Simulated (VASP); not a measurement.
# Be2C in VASP: a series of runs, part 2 of 2

VASP 6.6.1. Earlier steps stand in the parts before.

## (4) Single point, PBE (uniaxial x strain +0.4%)

INCAR reads:

```
SYSTEM = Be2C
PREC = Accurate
ENCUT = 600
EDIFF = 1E-6
ISMEAR = -1
SIGMA = 0.02
LREAL = .False.
LASPH = .True.
NELM = 120
ALGO = Normal
ISIF = 2
LWAVE = .False.
LCHARG = .False.
GGA = PE
NBANDS = 11
GGA_COMPAT = .False.
```

KPOINTS reads:

```
Automatic mesh
0
Gamma
  10 10 10
  0 0 0
```

POSCAR reads:

```
Be2C
1.0
    0.0000000000      2.1604856385      2.1604856385
    2.1695596782      0.0000000000      2.1604856385
    2.1695596782      2.1604856385      0.0000000000
C Be
1 2
Direct
    0.0000000000      0.0000000000      0.0000000000
    0.2500000000      0.2500000000      0.2500000000
    0.7500000000      0.7500000000      0.7500000000
```

Launch:

```
$ cat potpaw_PBE.64/C/POTCAR potpaw_PBE.64/Be/POTCAR > POTCAR
$ mpirun -np 1 vasp_std > vasp.out
```

Wall time 9.1 s (1 thread of Intel Xeon Platinum 8488C (Sapphire Rapids), shared host); peak memory 0.15 GiB.

It converged, with:

| Quantity | Value |
| --- | --- |
| Free energy | -17.4565 eV |
| Pressure | 0.5 GPa |
| Band gap on the k mesh | 1.13 eV, indirect (least direct gap 4.10 eV) |

Stress tensor (GPa, compression positive):
```
-1.09  0.00  0.00
 0.00  1.23  0.00
 0.00  0.00  1.23
```

Levels at points of the mesh, in eV from the valence-band top:
| k point | band 1 | band 2 | band 3 | band 4 | band 5 | band 6 | band 7 | band 8 |
| --- | --- | --- | --- | --- | --- | --- | --- | --- |
| (0.00, 0.00, 0.00) | -15.06 | -0.04 | 0.00 | 0.00 | 4.10 | 4.10 | 4.16 | 6.76 |
| (0.50, 0.00, 0.00) | -12.19 | -8.75 | -1.87 | -1.82 | 4.97 | 5.02 | 7.01 | 9.81 |
| (0.50, 0.50, 0.00) | -11.43 | -6.77 | -4.77 | -4.75 | 1.13 | 5.70 | 13.19 | 13.33 |
| (0.00, 0.50, 0.50) | -11.46 | -6.83 | -4.72 | -4.72 | 1.18 | 5.78 | 13.24 | 13.24 |

Caveat: the cell differs from its parent crystal (uniaxial x strain +0.4%).

## (5) Single point, PBE (uniaxial z strain +1.3%)

INCAR reads:

```
SYSTEM = Be2C
  ALGO = Normal
  EDIFF = 1E-6
  ENCUT = 600
  GGA = PE
  GGA_COMPAT = .False.
  ISIF = 2
  ISMEAR = -1
  LASPH = .True.
  LCHARG = .False.
  LREAL = .False.
  LWAVE = .False.
  NBANDS = 11
  NELM = 120
  PREC = Accurate
  SIGMA = 0.02
```

KPOINTS reads:

```
k-points
0
Gamma
  10 10 10
  0 0 0
```

POSCAR reads:

```
Be2C
1.0
    0.0000000000      2.1604856385      2.1879238061
    2.1604856385      0.0000000000      2.1879238061
    2.1604856385      2.1604856385      0.0000000000
C Be
1 2
Direct
    0.0000000000      0.0000000000      0.0000000000
    0.2500000000      0.2500000000      0.2500000000
    0.7500000000      0.7500000000      0.7500000000
```

Potentials or basis: VASP PAW PBE potentials, release 64 (C, Be).

Launch:

```
$ cat potpaw_PBE.64/C/POTCAR potpaw_PBE.64/Be/POTCAR > POTCAR
$ mpirun -np 1 vasp_std > vasp.out
```

OUTCAR:

```text
SYSTEM = Be2C
   EDIFF = 1E-6
   ENCUT = 600
   GGA = PE
   ISIF = 2
   ISMEAR = -1
   LASPH = .True.
   LREAL = .False.
   NELM = 120
   PREC = Accurate

 ion  position               nearest neighbor table
   1  0.000  0.000  0.000-   3 1.88   3 1.88   3 1.88   2 1.88   3 1.88   2 1.88   2 1.88   2 1.88

   2  0.250  0.250  0.250-   1 1.88   1 1.88   1 1.88   1 1.88   3 2.16   3 2.16   3 2.16   3 2.16
                             3 2.19   3 2.19
   3  0.750  0.750  0.750-   1 1.88   1 1.88   1 1.88   1 1.88   2 2.16   2 2.16   2 2.16   2 2.16
                             2 2.19   2 2.19

  LATTYP: Found a body centered tetragonal cell.
[... 527 lines left out ...]

 [... further k-points ...]
[... 5 lines left out ...]
  --------------------------------------------------------------------------------------
  -------------------------------------------------------------------------------------
  Total        0.1396391      0.1396391     -0.7461330      0.0000000     -0.0000000      0.0000000
  in kB       10.9534942     10.9534942    -58.5277573      0.0000000     -0.0000000      0.0000000
  external PRESSURE =     -12.2069229 kB  Pullay stress =       0.0000000 kB

 VOLUME and BASIS-vectors are now :
 -----------------------------------------------------------------------------
  energy-cutoff  :      600.00
  volume of cell :       20.43
      direct lattice vectors                 reciprocal lattice vectors
     0.000000000  2.160485638  2.187923806    -0.231429449  0.231429449  0.228527154
     2.160485638  0.000000000  2.187923806     0.231429449 -0.231429449  0.228527154
     2.160485638  2.160485638  0.000000000     0.231429449  0.231429449 -0.228527154

 POSITION                                       TOTAL-FORCE (eV/Angst)
 -----------------------------------------------------------------------------------
      0.00000      0.00000      0.00000         0.000000     -0.000000     -0.000000
      1.08024      1.08024      1.09396         0.000000      0.000000      0.000000
      3.24073      3.24073      3.28189        -0.000000     -0.000000     -0.000000
 -----------------------------------------------------------------------------------
    total drift:                               -0.000000     -0.000000      0.000000

  FREE ENERGIE OF THE ION-ELECTRON SYSTEM (eV)
  ---------------------------------------------------
  free  energy   TOTEN  =       -17.4529007949 eV

  energy  without entropy=      -17.4529007949  energy(sigma->0) =      -17.45290079
```

It took 14 s on 1 thread of Intel Xeon Platinum 8488C (Sapphire Rapids), shared host; peak memory 0.16 GiB.

Results:

```
Free energy            : -17.4529 eV
Pressure               : -1.2 GPa
Band gap on the k mesh : 1.06 eV, indirect (least direct gap 4.02 eV)
```

Caveat: the cell differs from its parent crystal (uniaxial z strain +1.3%). A k mesh can miss the band edges.

## (6) Single point, r2SCAN (uniaxial x strain +0.4%)

POSCAR reads:

```
Be2C
1.0
    0.0000000000      2.1604856385      2.1604856385
    2.1695596782      0.0000000000      2.1604856385
    2.1695596782      2.1604856385      0.0000000000
C Be
1 2
Direct
    0.0000000000      0.0000000000      0.0000000000
    0.2500000000      0.2500000000      0.2500000000
    0.7500000000      0.7500000000      0.7500000000
```

INCAR.step1 reads:

```
  ALGO = Normal
  EDIFF = 1E-5
  ENCUT = 660
  GGA = PE
  GGA_COMPAT = F
  ISMEAR = 0
  LASPH = T
  LCHARG = F
  LREAL = F
  LWAVE = T
  NBANDS = 11
  NELM = 120
  PREC = Accurate
  SIGMA = 0.01
```

INCAR.step2 reads:

```
  ALGO = Normal
  EDIFF = 1E-6
  ENCUT = 660
  GGA_COMPAT = F
  ISIF = 2
  ISMEAR = 0
  ISTART = 1
  LASPH = T
  LCHARG = F
  LMIXTAU = T
  LREAL = F
  LWAVE = F
  METAGGA = R2SCAN
  NBANDS = 11
  NELM = 120
  PREC = Accurate
  SIGMA = 0.01
```

KPOINTS reads:

```
k-points
0
Gamma
  10 10 10
```

Potentials or basis: VASP PAW PBE potentials, release 64 (C, Be).

Launch:

```
$ cat potpaw_PBE.64/C/POTCAR potpaw_PBE.64/Be/POTCAR > POTCAR
$ cp INCAR.step1 INCAR
$ mpirun -np 1 vasp_std > vasp.out
$ cp INCAR.step2 INCAR
$ mpirun -np 1 vasp_std > vasp.out
```

It took 72 s on 1 thread of Intel Xeon Platinum 8488C (Sapphire Rapids), shared host; peak memory 0.18 GiB.

The run converged. Its results:

* Free energy: -19.4758 eV
* Pressure: 0.0 GPa
* Band gap on the k mesh: 1.49 eV, indirect (least direct gap 4.59 eV)

Stress tensor (GPa, compression positive):
```
-1.70  0.00  0.00
 0.00  0.79  0.00
 0.00  0.00  0.79
```

Levels at points of the mesh, in eV from the valence-band top:
```tsv
k point	band 2	band 3	band 4	band 5	band 6	band 7
(0.00, 0.00, 0.00)	-0.04	0.00	0.00	4.59	4.59	4.65
(0.50, 0.00, 0.00)	-9.09	-1.94	-1.89	5.50	5.55	7.56
(0.50, 0.50, 0.00)	-7.13	-4.95	-4.93	1.49	6.14	14.33
(0.00, 0.50, 0.50)	-7.18	-4.90	-4.90	1.55	6.22	14.39
```

Caveat: the cell differs from its parent crystal (uniaxial x strain +0.4%); the PAW data sets were made with another functional, which shifts forces and pressure a little. A k mesh can miss the band edges.

## (7) Single point, r2SCAN (uniaxial z strain +1.3%)

POSCAR reads:

```
Be2C
1.0
    0.0000000000      2.1604856385      2.1879238061
    2.1604856385      0.0000000000      2.1879238061
    2.1604856385      2.1604856385      0.0000000000
C Be
1 2
Direct
    0.0000000000      0.0000000000      0.0000000000
    0.2500000000      0.2500000000      0.2500000000
    0.7500000000      0.7500000000      0.7500000000
```

INCAR.step1 reads:

```
  PREC = Accurate
  ENCUT = 660
  ISMEAR = 0
  SIGMA = 0.01
  LREAL = False
  LASPH = True
  NELM = 120
  NBANDS = 11
  GGA = PE
  ALGO = Normal
  EDIFF = 1E-5
  LWAVE = True
  LCHARG = False
  GGA_COMPAT = False
```

INCAR.step2 reads:

```
  PREC = Accurate
  ENCUT = 660
  EDIFF = 1E-6
  ISMEAR = 0
  SIGMA = 0.01
  LREAL = False
  LASPH = True
  NELM = 120
  ALGO = Normal
  ISIF = 2
  LWAVE = False
  LCHARG = False
  METAGGA = R2SCAN
  LMIXTAU = True
  NBANDS = 11
  ISTART = 1
  GGA_COMPAT = False
```

KPOINTS reads:

```
regular mesh
0
Gamma
  10 10 10
```

Launch:

```
$ cat potpaw_PBE.64/C/POTCAR potpaw_PBE.64/Be/POTCAR > POTCAR
$ cp INCAR.step1 INCAR
$ mpirun -np 1 vasp_std > vasp.out
$ cp INCAR.step2 INCAR
$ mpirun -np 1 vasp_std > vasp.out
```

Wall time 76 s (1 thread of Intel Xeon Platinum 8488C (Sapphire Rapids), shared host); peak memory 0.18 GiB.

It converged, with:

| Property | Result |
| --- | --- |
| Free energy | -19.4715 eV |
| Pressure | -1.8 GPa |
| Band gap on the k mesh | 1.42 eV, indirect (least direct gap 4.50 eV) |

Stress tensor (GPa, compression positive):
```
 0.72  0.00  0.00
 0.00  0.72  0.00
 0.00  0.00 -6.72
```

Levels at points of the mesh, in eV from the valence-band top:
```
           k point  band 2  band 3  band 4  band 5  band 6  band 7
(0.00, 0.00, 0.00)   -0.11    0.00    0.00    4.50    4.50    4.70
(0.50, 0.00, 0.00)   -9.06   -2.01   -1.84    5.39    5.56    7.47
(0.50, 0.50, 0.00)   -7.25   -4.83   -4.83    1.61    6.25   14.24
(0.50, 0.00, 0.50)   -7.08   -4.99   -4.92    1.42    6.01   14.07
```

Caveat: the cell differs from its parent crystal (uniaxial z strain +1.3%); the PAW data sets were made with another functional, which shifts forces and pressure a little. A k mesh can miss the band edges.

## (8) Overview

```tsv
level	cell	cutoff (eV)	smearing	gap on the mesh (eV)	pressure (GPa)
PBE	a = 2.964 Å, angles 60.0°, 3 atoms	600	fermi-dirac 0.02 eV	1.20	23.2
r2SCAN	a = 2.964 Å, angles 60.0°, 3 atoms	660	gaussian 0.01 eV	1.57	22.8
PBE	a = 3.055, b = 3.062, c = 3.062 Å, angles 59.9, 60.1, 60.1°, 3 atoms	600	fermi-dirac 0.02 eV	1.13	0.5
PBE	a = 3.075, b = 3.075, c = 3.055 Å, angles 60.2, 60.2, 59.6°, 3 atoms	600	fermi-dirac 0.02 eV	1.06	-1.2
r2SCAN	a = 3.055, b = 3.062, c = 3.062 Å, angles 59.9, 60.1, 60.1°, 3 atoms	660	gaussian 0.01 eV	1.49	0.0
r2SCAN	a = 3.075, b = 3.075, c = 3.055 Å, angles 60.2, 60.2, 59.6°, 3 atoms	660	gaussian 0.01 eV	1.42	-1.8
```

Alike in all rows: task single point; potentials or basis VASP PAW PBE potentials, release 64 (C, Be); no spin polarisation; k mesh 10 × 10 × 10.

Caveats: the PAW data sets were made with another functional, which shifts forces and pressure a little (some runs).

Absolute energies hang on the potentials; compare differences alone.
